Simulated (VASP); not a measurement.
# SbS4 (Im-3m) in VASP: further runs, part 2 of 2

VASP 6.6.1.

## Step 3: Relaxation of cell and atoms, PBE

This run uses another cell than the first one, of 23.53 Å³/atom, 0.997 times its volume.

File INCAR:

```
SYSTEM = SbS4
PREC = Accurate
ENCUT = 600
EDIFF = 1E-6
ISMEAR = 0
SIGMA = 0.1
LREAL = .FALSE.
LASPH = .TRUE.
NELM = 100
ALGO = Normal
ISIF = 3
LWAVE = .FALSE.
LCHARG = .FALSE.
GGA = PE
IBRION = 2
NSW = 100
EDIFFG = -0.01
```

File KPOINTS:

```
Automatic mesh
0
G
  8 8 8
  0 0 0
```

File POSCAR:

```
SbS4
1.0
   -3.0869405265      3.0869405265      3.0869405265
    3.0869405265     -3.0869405265      3.0869405265
    3.0869405265      3.0869405265     -3.0869405265
Sb S
1 4
Direct
    0.0000000000      0.0000000000      0.0000000000
    0.5000000000      0.5000000000      0.5000000000
    0.0000000000      0.0000000000      0.5000000000
    0.0000000000      0.5000000000      0.0000000000
    0.5000000000      0.0000000000      0.0000000000
```

Potentials or basis: VASP PAW PBE potentials, release 64 (Sb, S).

Launch:

```
cat potpaw_PBE.64/Sb/POTCAR potpaw_PBE.64/S/POTCAR > POTCAR
mpirun -np 1 vasp_std > vasp.out
```

It took 41 s on 1 thread of Intel Xeon 6975P-C (Granite Rapids), shared host; peak memory 0.33 GiB.

Results (log left out):

```
Free energy             : -16.7234 eV
Pressure after relaxing : 0.0 GPa
```

Final structure:
```cif
data_structure
_symmetry_space_group_name_H-M 'P 1'
_symmetry_Int_Tables_number 1
_cell_length_a 5.3467
_cell_length_b 5.3467
_cell_length_c 5.3467
_cell_angle_alpha 109.471
_cell_angle_beta 109.471
_cell_angle_gamma 109.471
_cell_volume 117.66
loop_
_atom_site_label
_atom_site_type_symbol
_atom_site_fract_x
_atom_site_fract_y
_atom_site_fract_z
_atom_site_occupancy
Sb1 Sb 0.00000 0.00000 0.00000 1
S1 S 0.50000 0.50000 0.50000 1
S2 S 0.00000 0.00000 0.50000 1
S3 S 0.00000 0.50000 0.00000 1
S4 S 0.50000 0.00000 0.00000 1
```

Levels at points of the mesh, in eV from the Fermi level:
| k point | band 13 | band 14 | band 15 | band 16 | band 17 | band 18 |
| --- | --- | --- | --- | --- | --- | --- |
| (0.00, 0.00, 0.00) | -0.12 | -0.12 | 0.31 | 1.58 | 1.58 | 4.07 |
| (0.50, 0.00, 0.00) | -1.09 | -1.06 | -0.09 | 0.60 | 0.70 | 1.19 |
| (0.50, 0.50, 0.50) | 0.34 | 0.73 | 0.73 | 0.73 | 1.01 | 1.01 |

Caveat: the relaxation stopped at its first step, so nothing moved; spin-orbit coupling is left out, which moves the levels of the heavy elements.

## Step 4: Single point, PBE

This run uses another cell than the first one, of 23.53 Å³/atom, 0.997 times its volume.

File INCAR:

```
ALGO = Normal
EDIFF = 1E-7
ENCUT = 520
GGA = PE
ISIF = 2
ISMEAR = 0
LASPH = True
LCHARG = True
LELF = True
LREAL = False
LVHAR = True
LWAVE = False
NBANDS = 22
NELM = 60
PREC = Accurate
SIGMA = 0.1
```

File KPOINTS:

```
k-points
0
Gamma
  4 4 4
```

POSCAR is that of step 3.

Potentials or basis: VASP PAW PBE potentials, release 64 (Sb, S).

Launch:

```
cat potpaw_PBE.64/Sb/POTCAR potpaw_PBE.64/S/POTCAR > POTCAR
mpirun -np 1 vasp_std > vasp.out
```

OUTCAR:

```text
EDIFF = 1E-7
   ENCUT = 520
   GGA = PE
   ISIF = 2
   ISMEAR = 0
   LASPH = True
   LREAL = False
   NELM = 60
   PREC = Accurate

 ion  position               nearest neighbor table
   1  0.000  0.000  0.000-   2 2.67   3 2.67   4 2.67   5 2.67   3 2.67   4 2.67   5 2.67   2 2.67

   2  0.500  0.500  0.500-   1 2.67   1 2.67
   3  0.000  0.000  0.500-   1 2.67   1 2.67
   4  0.000  0.500  0.000-   1 2.67   1 2.67
   5  0.500  0.000  0.000-   1 2.67   1 2.67

  LATTYP: Found a body centered cubic cell.
[... 382 lines left out ...]
  --------------------------------------------------------------------------------------
  -------------------------------------------------------------------------------------
  Total        0.0566950      0.0566950      0.0566950     -0.0000000     -0.0000000      0.0000000
  in kB        0.7719884      0.7719884      0.7719884     -0.0000000     -0.0000000      0.0000000
  external PRESSURE =       0.7719884 kB  Pullay stress =       0.0000000 kB

 VOLUME and BASIS-vectors are now :
 -----------------------------------------------------------------------------
  energy-cutoff  :      520.00
  volume of cell :      117.66
      direct lattice vectors                 reciprocal lattice vectors
    -3.086940526  3.086940526  3.086940526     0.000000000  0.161972670  0.161972670
     3.086940526 -3.086940526  3.086940526     0.161972670  0.000000000  0.161972670
     3.086940526  3.086940526 -3.086940526     0.161972670  0.161972670  0.000000000

 POSITION                                       TOTAL-FORCE (eV/Angst)
 -----------------------------------------------------------------------------------
      0.00000      0.00000      0.00000         0.000000     -0.000000     -0.000000
      1.54347      1.54347      1.54347         0.000000     -0.000000     -0.000000
      1.54347      1.54347     -1.54347        -0.000000      0.000000     -0.000000
      1.54347     -1.54347      1.54347         0.000000      0.000000      0.000000
     -1.54347      1.54347      1.54347        -0.000000      0.000000     -0.000000
 -----------------------------------------------------------------------------------
    total drift:                                0.000000     -0.000000      0.000000

  FREE ENERGIE OF THE ION-ELECTRON SYSTEM (eV)
  ---------------------------------------------------
  free  energy   TOTEN  =       -16.6065183827 eV

  energy  without entropy=      -16.5812822245  energy(sigma->0) =      -16.59390030
```

Wall time 16 s (1 thread of Intel Xeon Platinum 8488C (Sapphire Rapids), shared host); peak memory 0.24 GiB.

What came out:

```yaml
Free_energy: -16.6065 eV
Pressure: 0.1 GPa
```

Levels at points of the mesh, in eV from the Fermi level:
```
           k point  band 11  band 12  band 13  band 14  band 15  band 16  band 17  band 18
(0.00, 0.00, 0.00)    -3.31    -0.14    -0.14    -0.14     0.28     1.57     1.57     4.03
(0.50, 0.00, 0.00)    -2.16    -2.04    -1.11    -1.08    -0.14     0.59     0.69     1.10
(0.50, 0.50, 0.50)     0.32     0.32     0.32     0.64     0.64     0.64     1.00     1.00
```

Caveat: spin-orbit coupling is left out, which moves the levels of the heavy elements.

## Step 5: Single point, PBE

This run uses another cell than the first one, of 23.90 Å³/atom, 1.012 times its volume.

File INCAR:

```
PREC = Accurate ; ENCUT = 520
EDIFF = 1E-7 ; ISMEAR = 0
SIGMA = 0.1 ; LREAL = F
LASPH = T ; NELM = 80
ALGO = Normal ; ISIF = 2
LWAVE = F ; LCHARG = F
GGA = PE ; NBANDS = 22
```

File KPOINTS:

```
regular mesh
0
Gamma
  4 4 4
```

POSCAR, as its differences from that of step 4:

```diff
@@ -2,5 +2,5 @@
 1.0
-   -3.0869405265      3.0869405265      3.0869405265
-    3.0869405265     -3.0869405265      3.0869405265
-    3.0869405265      3.0869405265     -3.0869405265
+   -3.1030585200      3.1030585200      3.1030585200
+    3.1030585200     -3.1030585200      3.1030585200
+    3.1030585200      3.1030585200     -3.1030585200
 Sb S
```

Launch:

```
cat potpaw_PBE.64/Sb/POTCAR potpaw_PBE.64/S/POTCAR > POTCAR
mpirun -np 1 vasp_std > vasp.out
```

Run time: 17 s. Hardware: 1 thread of Intel Xeon Platinum 8488C (Sapphire Rapids), shared host; peak memory 0.24 GiB.

Results (log left out):

* Free energy: -16.6028 eV
* Pressure: -0.8 GPa

Levels at points of the mesh, in eV from the Fermi level:
| k point | band 12 | band 13 | band 14 | band 15 | band 16 | band 17 |
| --- | --- | --- | --- | --- | --- | --- |
| (0.00, 0.00, 0.00) | -0.13 | -0.13 | -0.13 | 0.28 | 1.54 | 1.54 |
| (0.50, 0.00, 0.00) | -1.98 | -1.07 | -1.05 | -0.16 | 0.58 | 0.68 |
| (0.50, 0.50, 0.50) | 0.32 | 0.32 | 0.64 | 0.64 | 0.64 | 0.98 |

Caveat: spin-orbit coupling is left out, which moves the levels of the heavy elements.

## Step 6: Relaxation of cell and atoms, PBE

This run uses another cell than the first one, of 23.90 Å³/atom, 1.012 times its volume.

File INCAR:

```
SYSTEM = SbS4
ALGO     = Normal         ! electronic algorithm
EDIFF    = 1E-6           ! SCF threshold, eV
EDIFFG   = -0.04          ! ionic threshold
ENCUT    = 600            ! plane-wave cutoff, eV
GGA      = PE             ! functional
IBRION   = 2              ! ionic algorithm
ISIF     = 3              ! what is computed and relaxed
ISMEAR   = 0              ! smearing method
LASPH    = .True.         ! aspherical terms in the spheres
LCHARG   = .False.        ! write CHGCAR
LREAL    = .False.        ! projectors in reciprocal space
LWAVE    = .False.        ! write WAVECAR
NELM     = 100            ! most SCF steps
NSW      = 90             ! ionic steps
PREC     = Accurate       ! precision mode
SIGMA    = 0.1            ! smearing width, eV
```

File KPOINTS:

```
k-points
0
Gamma
  4 4 4
  0 0 0
```

POSCAR is that of step 5.

Potentials or basis: VASP PAW PBE potentials, release 64 (Sb, S).

Launch:

```
cat potpaw_PBE.64/Sb/POTCAR potpaw_PBE.64/S/POTCAR > POTCAR
mpirun -np 1 vasp_std > vasp.out
```

Run time: 28 s. Hardware: 1 thread of Intel Xeon Platinum 8488C (Sapphire Rapids), shared host; peak memory 0.33 GiB.

Results (log left out):

```yaml
Free_energy: -16.6074 eV
Relaxed_volume: 23.51 Å³/atom
Relaxed_cell: a = 5.345 Å, b = 5.345 Å, c = 5.345 Å, α = 109.47°, β = 109.47°, γ = 109.47°
Space_group_after_relaxing_to_0.05_Å: Im-3m (No. 229)
Energy_gained_by_relaxing: 0.8 meV/atom
Ionic_steps: 2
Pressure_after_relaxing: 0.1 GPa
```

The path:
```
step  energy change (eV)  largest force (eV/Å)  pressure (GPa)  volume (Å³)
   1              0.0000                0.0000           -0.76       119.52
   2             -0.0038                0.0000            0.15       117.57
```

Final structure:
```xyz
5
Lattice="-3.0862 3.0862 3.0862 3.0862 -3.0862 3.0862 3.0862 3.0862 -3.0862" Properties=species:S:1:pos:R:3 pbc="T T T"
Sb    3.0862    3.0862   -3.0862
S     1.5431    1.5431    1.5431
S     1.5431    1.5431    4.6292
S     4.6292    1.5431   -1.5431
S     1.5431    4.6292   -1.5431
```

Levels at points of the mesh, in eV from the Fermi level:
```csv
k point,band 12,band 13,band 14,band 15,band 16,band 17
"(0.00, 0.00, 0.00)",-0.14,-0.14,-0.14,0.28,1.57,1.57
"(0.50, 0.00, 0.00)",-2.05,-1.11,-1.08,-0.14,0.59,0.69
"(0.50, 0.50, 0.50)",0.32,0.32,0.64,0.64,0.64,1.00
```

Caveat: spin-orbit coupling is left out, which moves the levels of the heavy elements.

## Step 7: Summary

| task | cell | k mesh | cutoff (eV) | gap on the mesh (eV) | pressure (GPa) |
| --- | --- | --- | --- | --- | --- |
| single point | a = 5.353 Å, angles 109.5°, 5 atoms | 8 × 8 × 8 | 520 | none | -0.2 |
| relaxation of cell and atoms | relaxed from a = 5.347 Å, angles 109.5°, 5 atoms | 8 × 8 × 8 | 600 | none | 0.0 |
| single point | a = 5.347 Å, angles 109.5°, 5 atoms | 4 × 4 × 4 | 520 | none | 0.1 |
| single point | a = 5.375 Å, angles 109.5°, 5 atoms | 4 × 4 × 4 | 520 | none | -0.8 |
| relaxation of cell and atoms | relaxed from a = 5.375 Å, angles 109.5°, 5 atoms | 4 × 4 × 4 | 600 | none | 0.1 |

Alike in all rows: level PBE; potentials or basis VASP PAW PBE potentials, release 64 (Sb, S); no spin polarisation; smearing gaussian 0.1 eV.

Caveats: spin-orbit coupling is left out, which moves the levels of the heavy elements; the relaxation stopped at its first step, so nothing moved (some runs).

Absolute energies hang on the potentials; compare differences alone.
